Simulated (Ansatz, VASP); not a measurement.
## Two plane-wave programs on Ca

```
Ca
1.0
     0.00000    2.66880    2.66880
     2.66880    0.00000    2.66880
     2.66880    2.66880    0.00000
Ca
1
Direct
  0.00000 0.00000 0.00000
```

Alike in both runs: task relaxation of cell and atoms; functional LDA; k mesh 14 × 14 × 14; occupations gaussian, width 0.1 eV; no spin polarisation.

```csv
,VASP,Ansatz
version,VASP 6.6.1,Ansatz 0.2.0
potentials or method,"VASP PAW LDA potentials, release 64 (Ca_sv), cutoff 600 eV","scalar-relativistic, plane waves, PAW"
valence electrons in the cell,10,10
```

```csv
,VASP,Ansatz,Ansatz less VASP
"gap on the k mesh at the Fermi level, each at its own relaxed structure (eV)",none,none,-
relaxed volume (Å³/atom),38.03,38.02,-0.012
relaxed length of the cell vector where the two differ most in proportion (Å),3.775,3.774,-0.0004
```

Ansatz warns that its potentials were made for another functional, while VASP's fit it. LDA's correlation is that of Perdew and Zunger in VASP and of Perdew and Wang (1992) in Ansatz. A gap of «none» marks a metal or a gap that the smearing closes.
